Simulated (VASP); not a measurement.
Input of a VASP 6.6.1 run:

File INCAR:

```
ALGO = Normal
EDIFF = 1E-6
EDIFFG = -0.04
ENCUT = 600
GGA = PE
IBRION = 2
ISIF = 3
ISMEAR = 0
LASPH = T
LCHARG = F
LREAL = F
LWAVE = F
NELM = 100
NSW = 90
PREC = Accurate
SIGMA = 0.1
```

The input KPOINTS:

```
k-points
0
Gamma
  6 6 6
```

The input POSCAR:

```
Al2GaAs3
1.0
   -1.9268134300      1.9268134300      8.1747770700
    1.9268134300     -1.9268134300      8.1747770700
    1.9268134300      1.9268134300     -8.1747770700
Al Ga As
2 1 3
Direct
    0.8333333300      0.8333333300      0.0000000000
    0.1666666700      0.1666666700      0.0000000000
    0.5000000000      0.5000000000      0.0000000000
    0.4166666700      0.9166666700      0.5000000000
    0.0833333300      0.5833333300      0.5000000000
    0.7500000000      0.2500000000      0.5000000000
```

Potentials or basis: VASP PAW PBE potentials, release 64 (Al, Ga_d, As).

Run with:

```sh
$ cat potpaw_PBE.64/Al/POTCAR potpaw_PBE.64/Ga_d/POTCAR potpaw_PBE.64/As/POTCAR > POTCAR
$ mpirun -np 1 vasp_std > vasp.out
```

(1) What does it give for the band gap on the k mesh?

(2) Estimate the space group after relaxing (to 0.1 Å).

(3) What does it give for the relaxed cell?

## Answers

(1) 1.10 eV.

(2) I-4m2 (No. 119).

(3) a = 9.064 Å, b = 9.064 Å, c = 9.064 Å, α = 154.12°, β = 154.12°, γ = 36.93°.
